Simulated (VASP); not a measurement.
A run of VASP 6.6.1 is set up as follows.

Contents of INCAR:

```
  PREC = Accurate
  ENCUT = 520
  EDIFF = 1E-6
  ISMEAR = -1
  SIGMA = 0.1
  LREAL = F
  LASPH = T
  NELM = 80
  ALGO = Normal
  ISIF = 2
  LWAVE = F
  LCHARG = F
  NBANDS = 12
```

The input KPOINTS:

```
regular mesh
0
Gamma
  13 13 13
```

POSCAR

```
Y
1.0
    0.0000000000      2.4855803886      2.4855803886
    2.4855803886      0.0000000000      2.4855803886
    2.4855803886      2.4855803886      0.0000000000
Y
1
Direct
    0.0000000000      0.0000000000      0.0000000000
```

Potentials or basis: VASP PAW LDA potentials, release 64 (Y_sv).

Launch:

```console
$ cat potpaw_LDA.64/Y_sv/POTCAR > POTCAR
$ mpirun -np 1 vasp_std > vasp.out
```

(1) What does it give for the pressure?

(2) What does it give for the band gap on the k mesh?

Results:

(1) -1.8 GPa.

(2) zero (an odd number of electrons rules out a gap without spin polarisation).
